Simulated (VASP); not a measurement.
# Na (P6_3/mmc) in VASP: notebook

The runs below take Na through single point, with PBEsol.

All numbers are computed with VASP 6.6.1; they aren't measurements. Logs are shortened: lines on timing, memory, paths and dates and some standing lists are left out, and cuts for length are marked.

## Step 1: The cell of the first run

It takes space group P6_3/mmc (No. 194, hexagonal). Conventional cell: a = 3.977 Å, b = 3.977 Å, c = 5.522 Å, α = 90.00°, β = 90.00°, γ = 120.00°. Na (site symmetry -6m2) has 12 Na at 3.59 to 3.98 Å within 4.7 Å.

## Step 2: Single point, PBEsol

Input file INCAR:

```
PREC = Accurate
ENCUT = 520
EDIFF = 1E-6
ISMEAR = 0
SIGMA = 0.15
LREAL = False
LASPH = True
NELM = 100
ALGO = Fast
ISIF = 2
LWAVE = False
LCHARG = True
GGA = PS
LELF = True
LVHAR = True
NBANDS = 14
```

Input file KPOINTS:

```
Automatic mesh
0
Gamma
  18 18 10
```

Input file POSCAR:

```
Na
1.0
    3.9766993653      0.0000000000      0.0000000000
   -1.9883496827      3.4439226736      0.0000000000
    0.0000000000      0.0000000000      5.5220895145
Na
2
Direct
    0.3333333333      0.6666666667      0.2500000000
    0.6666666667      0.3333333333      0.7500000000
```

Potentials or basis: VASP PAW PBE potentials, release 64 (Na_pv).

Started as:

```console
$ cat potpaw_PBE.64/Na_pv/POTCAR > POTCAR
$ mpirun -np 1 vasp_std > vasp.out
```

OUTCAR:

```text
PREC = Accurate
   ENCUT = 520
   EDIFF = 1E-6
   ISMEAR = 0
   LREAL = False
   LASPH = True
   NELM = 100
   ISIF = 2
   GGA = PS

 ion  position               nearest neighbor table
   1  0.333  0.667  0.250-
   2  0.667  0.333  0.750-

  LATTYP: Found a hexagonal cell.
 ALAT       =     3.9766993653
 C/A-ratio  =     1.3886112595

  Lattice vectors:

 A1 = (   3.9766993653,   0.0000000000,   0.0000000000)
 A2 = (  -1.9883496827,   3.4439226736,   0.0000000000)
 A3 = (   0.0000000000,   0.0000000000,   5.5220895145)

Analysis of symmetry for initial positions (statically):
=====================================================================
 Subroutine PRICEL returns:
 Original cell was already a primitive cell.

 Routine SETGRP: Setting up the symmetry group for a
 hexagonal supercell.

 Subroutine GETGRP returns: Found 24 space group operations
 (whereof 12 operations were pure point group operations)
 out of a pool of 24 trial point group operations.

The static configuration has the point symmetry D_3d.
 The point group associated with its full space group is D_6h.

Analysis of symmetry for dynamics (positions and initial velocities):
=====================================================================
 Subroutine PRICEL returns:
 Original cell was already a primitive cell.

 Routine SETGRP: Setting up the symmetry group for a
 hexagonal supercell.

 Subroutine GETGRP returns: Found 24 space group operations
 (whereof 12 operations were pure point group operations)
 out of a pool of 24 trial point group operations.

The dynamic configuration has the point symmetry D_3d.
 The point group associated with its full space group is D_6h.

 Subroutine INISYM returns: Found 24 space group operations
 (whereof 12 operations are pure point group operations),
 and found     1 'primitive' translations

----------------------------------------------------------------------------------------

                                     Primitive cell

  volume of cell :      75.6275

  direct lattice vectors                    reciprocal lattice vectors
     3.976699365  0.000000000  0.000000000     0.251464822  0.145183283  0.000000000
    -1.988349683  3.443922674  0.000000000     0.000000000  0.290366566  0.000000000
     0.000000000  0.000000000  5.522089515     0.000000000  0.000000000  0.181090871

  length of vectors
     3.976699365  3.976699365  5.522089515     0.290366566  0.290366566  0.181090871

[... 86 lines left out ...]
   ISIF   =      2    stress and relaxation
   ISYM   =      2    0-nonsym 1-usesym 2-fastsym
   POTIM  = 0.5000    time-step for ionic-motion
   TEBEG  =    0.0;   TEEND  =   0.0 temperature during run
   PSTRESS=    0.0 pullay stress
   NELECT =      14.0000    total number of electrons
   NUPDOWN=      -1.0000    fix difference up-down
   EMIN   =  10.00;   EMAX   =-10.00  energy-range for DOS
   EFERMI =   0.00;   METHOD = LEGACY
   ISMEAR =     0;   SIGMA  =   0.15  broadening in eV -4-tet -1-fermi 0-gaus
   EFERMI_NEDOS =   21; number of points for ismear=-14 and -15
   IALGO  =     68    algorithm
   IMIX   =      4    mixing-type and parameters
     AMIX     =   0.40;   BMIX     =  1.00
     AMIX_MAG =   1.60;   BMIX_MAG =  1.00
  volume/ion in A,a.u.               =      37.81       255.18
  Fermi-wavevector in a.u.,A,eV,Ry     =   0.933020  1.763152 11.844231  0.870526
  Thomas-Fermi vector in A             =   2.059678
   LORBIT       =      0    0 simple, 1 ext, 2 COOP (PROOUT), +10 PAW based schemes
   GGA     = PS    functional components
   LHFCALC =     F    Hartree Fock is set to
   AEXX    =    0.0000 exact exchange contribution
   IVDW    =     0    specifies the selected vdW correction
   LEPSILON=     F    determine dielectric tensor
   LRPA    =     F    only Hartree local field effects (RPA)
 non-spin polarized calculation
 RMM-DIIS sequential band-by-band and
 Gauss-broadening in eV      SIGMA  =   0.15
  energy-cutoff  :      520.00
  volume of cell :       75.63
 maximum number of plane-waves:      2091
 NGX is ok and might be reduce to    30

 number of electron      14.0000028 magnetization

 Free energy of the ion-electron system (eV)
  ---------------------------------------------------
  ext. energy  EPLUGINS =         0.00000000
  ---------------------------------------------------
  free energy    TOTEN  =        -2.76407468 eV

  energy without entropy =       -2.75233134  energy(sigma->0) =       -2.75820301

 E-fermi :   0.2529     XC(G=0):  -6.4470

 val. band max:        0.2425056231   @ k =   0.2222   0.1667   0.4000
 cond. band min:       0.2567477408   @ k =   0.5000   0.0000   0.1000
 fundamental gap:      0.0142421177
 Fermi energy:         0.2529096169

 k-point     1 :       0.0000    0.0000    0.0000
  band No.  band energies     occupation
      1     -24.6205      2.00000
      2     -24.5821      2.00000
      3     -24.5821      2.00000
      4     -24.5740      2.00000
      5     -24.5715      2.00000
      6     -24.5715      2.00000
      7      -2.9867      2.00000
      8       1.6356      0.00000
      9       2.2008      0.00000
     10       8.8525      0.00000
     11       8.8525      0.00000
     12       9.0119      0.00000
     13       9.0120      0.00000
     14       9.8142      0.00000
[... 377 lines left out ...]
      1     -24.6031      2.00000
      2     -24.5952      2.00000
      3     -24.5885      2.00000
      4     -24.5878      2.00000
      5     -24.5853      2.00000
      6     -24.5734      2.00000
      7      -0.3418      2.00000
      8       1.0252      0.00000
      9       4.0295      0.00000
     10       4.1036      0.00000
     11       5.1698      0.00000
     12       5.3281      0.00000
     13       6.5009      0.00000
     14       8.5730      0.00000

 [... further k-points ...]
[... 5 lines left out ...]
  --------------------------------------------------------------------------------------
  -------------------------------------------------------------------------------------
  Total       -0.1994891     -0.1994891      0.4079541      0.0000000      0.0000000      0.0000000
  in kB       -4.2262005     -4.2262005      8.6425575      0.0000000      0.0000000      0.0000000
  external PRESSURE =       0.0633855 kB  Pullay stress =       0.0000000 kB

 VOLUME and BASIS-vectors are now :
 -----------------------------------------------------------------------------
  energy-cutoff  :      520.00
  volume of cell :       75.63
      direct lattice vectors                 reciprocal lattice vectors
     3.976699365  0.000000000  0.000000000     0.251464822  0.145183283  0.000000000
    -1.988349683  3.443922674  0.000000000     0.000000000  0.290366566  0.000000000
     0.000000000  0.000000000  5.522089515     0.000000000  0.000000000  0.181090871

 POSITION                                       TOTAL-FORCE (eV/Angst)
 -----------------------------------------------------------------------------------
     -0.00000      2.29595      1.38052         0.000000      0.000000     -0.000000
      1.98835      1.14797      4.14157        -0.000000      0.000000      0.000000
 -----------------------------------------------------------------------------------
    total drift:                               -0.000000      0.000000      0.000000

  FREE ENERGIE OF THE ION-ELECTRON SYSTEM (eV)
  ---------------------------------------------------
  free  energy   TOTEN  =        -2.7640746826 eV

  energy  without entropy=       -2.7523313391  energy(sigma->0) =       -2.75820301
```

OSZICAR:

```text
N       E                     dE             d eps       ncg     rms          rms(c)
DAV:   1     0.101081811357E+03    0.10108E+03   -0.75727E+03  6216   0.955E+02
DAV:   2     0.130505737396E+01   -0.99777E+02   -0.98644E+02  6552   0.277E+02
DAV:   3    -0.271143776179E+01   -0.40165E+01   -0.40129E+01  8022   0.638E+01
DAV:   4    -0.276746776743E+01   -0.56030E-01   -0.56028E-01  6996   0.815E+00
DAV:   5    -0.276873471024E+01   -0.12669E-02   -0.12669E-02  7910   0.125E+00    0.330E-01
RMM:   6    -0.276524881065E+01    0.34859E-02   -0.43255E-03  7930   0.857E-01    0.200E-01
RMM:   7    -0.276412739424E+01    0.11214E-02   -0.39544E-03  8027   0.719E-01    0.648E-02
RMM:   8    -0.276404883616E+01    0.78558E-04   -0.77347E-04  7910   0.508E-01    0.561E-03
RMM:   9    -0.276406741544E+01   -0.18579E-04   -0.19379E-04  8845   0.172E-01    0.511E-03
RMM:  10    -0.276407110848E+01   -0.36930E-05   -0.43087E-05  8845   0.110E-01    0.337E-03
RMM:  11    -0.276407251021E+01   -0.14017E-05   -0.13984E-05  6158   0.481E-02    0.386E-03
RMM:  12    -0.276408996270E+01   -0.17452E-04   -0.41871E-05  8041   0.919E-02    0.172E-02
RMM:  13    -0.276407604079E+01    0.13922E-04   -0.17929E-05  7937   0.642E-02    0.710E-03
RMM:  14    -0.276407486013E+01    0.11807E-05   -0.10390E-06  3548   0.180E-02    0.539E-03
RMM:  15    -0.276407468261E+01    0.17751E-06   -0.24883E-07  3439   0.644E-03
   1 F= -.27640747E+01 E0= -.27582030E+01  d E =-.117433E-01
```

Wall time 3.6 min (1 thread of Oxide Virtual Turin-like, shared host); peak memory 0.27 GiB.

Results:

- Free energy: -2.7641 eV
- Pressure: 0.0 GPa
- Band gap on the k mesh: zero (band 7 reaches 2.04 eV, above the bottom of band 8 at -1.73 eV)

Caveat: the PAW data sets were made with another functional, which shifts forces and pressure a little.

## Step 3: Single point, PBEsol

This run uses another cell than the first one, of the same volume but with other edges.

Input file INCAR:

```
SYSTEM = Na
  PREC = Accurate
  ENCUT = 520
  EDIFF = 1E-6
  ISMEAR = 0
  SIGMA = 0.15
  LREAL = .FALSE.
  LASPH = .TRUE.
  NELM = 60
  ALGO = Fast
  ISIF = 2
  LWAVE = .FALSE.
  LCHARG = .FALSE.
  GGA = PS
  NBANDS = 14
```

Input file KPOINTS:

```
Automatic mesh
0
G
  18 18 10
  0 0 0
```

Input file POSCAR:

```
Na
1.0
    3.5448836596      0.0000000000      0.0000000000
   -1.7724418298      3.0699593026      0.0000000000
    0.0000000000      0.0000000000      6.9493628661
Na
2
Direct
    0.3333333333      0.6666666667      0.2500000000
    0.6666666667      0.3333333333      0.7500000000
```

Potentials or basis: VASP PAW PBE potentials, release 64 (Na_pv).

Started as:

```console
$ cat potpaw_PBE.64/Na_pv/POTCAR > POTCAR
$ mpirun -np 1 vasp_std > vasp.out
```

Wall time 3.5 min (1 thread of Oxide Virtual Turin-like, shared host); peak memory 0.28 GiB.

It converged, with:

| Quantity | Value |
| --- | --- |
| Free energy | -2.7338 eV |
| Pressure | 0.0 GPa |
| Band gap on the k mesh | zero (band 7 reaches 2.66 eV, above the bottom of band 8 at -2.19 eV) |

Stress tensor (GPa, compression positive):
```
 0.79  0.00  0.00
 0.00  0.79  0.00
 0.00  0.00 -1.73
```

Levels at points of the mesh, in eV from the Fermi level:
```
           k point  band 4  band 5  band 6  band 7  band 8  band 9  band 10  band 11
(0.00, 0.00, 0.00)  -24.84  -24.84  -24.84   -3.24   -0.12   -0.10     8.46     8.92
(0.50, 0.00, 0.00)  -24.85  -24.84  -24.84    0.62    0.83    3.60     3.65     3.67
(0.00, 0.00, 0.50)  -24.84  -24.84  -24.84   -2.44   -2.44    3.65     3.65    11.81
(0.50, 0.00, 0.50)  -24.85  -24.84  -24.84    1.23    1.23    1.79     1.79     7.10
```

Caveat: the PAW data sets were made with another functional, which shifts forces and pressure a little.

## Step 4: Single point, PBEsol

This run uses another cell than the first one, of the same volume but with other edges.

Input file INCAR:

```
SYSTEM = Na
PREC = Accurate ; ENCUT = 520
EDIFF = 1E-6 ; ISMEAR = 0
SIGMA = 0.15 ; LREAL = .FALSE.
LASPH = .TRUE. ; NELM = 60
ALGO = Fast ; ISIF = 2
LWAVE = .FALSE. ; LCHARG = .FALSE.
GGA = PS ; NBANDS = 14
```

Input file KPOINTS:

```
regular mesh
0
G
  18 18 10
  0 0 0
```

Input file POSCAR:

```
Na
1.0
    3.8731691091      0.0000000000      0.0000000000
   -1.9365845546      3.3542628417      0.0000000000
    0.0000000000      0.0000000000      5.8212472191
Na
2
Direct
    0.3333333333      0.6666666667      0.2500000000
    0.6666666667      0.3333333333      0.7500000000
```

Started as:

```console
$ cat potpaw_PBE.64/Na_pv/POTCAR > POTCAR
$ mpirun -np 1 vasp_std > vasp.out
```

Wall time 3.6 min (1 thread of Oxide Virtual Turin-like, shared host); peak memory 0.28 GiB.

The run converged. Its results:

```
Free energy            : -2.7913 eV
Pressure               : -0.2 GPa
Band gap on the k mesh : zero (band 7 reaches 2.15 eV, above the bottom of band 8 at -1.85 eV)
```

Stress tensor (GPa, compression positive):
```
-0.47  0.00  0.00
 0.00 -0.47  0.00
 0.00  0.00  0.36
```

Levels at points of the mesh, in eV from the Fermi level:
```tsv
k point	band 3	band 4	band 5	band 6	band 7	band 8	band 9	band 10	band 11	band 12
(0.00, 0.00, 0.00)	-24.81	-24.81	-24.80	-24.80	-3.24	0.94	1.45	9.21	9.21	9.46
(0.50, 0.00, 0.00)	-24.82	-24.82	-24.82	-24.81	0.07	0.15	4.01	4.03	4.66	4.68
(0.00, 0.00, 0.50)	-24.81	-24.81	-24.81	-24.81	-2.10	-2.10	6.40	6.40	9.87	9.87
(0.50, 0.00, 0.50)	-24.81	-24.81	-24.81	-24.81	0.98	0.98	1.44	1.44	7.40	7.40
```

Caveat: the PAW data sets were made with another functional, which shifts forces and pressure a little.

[end of part 1 of 2]
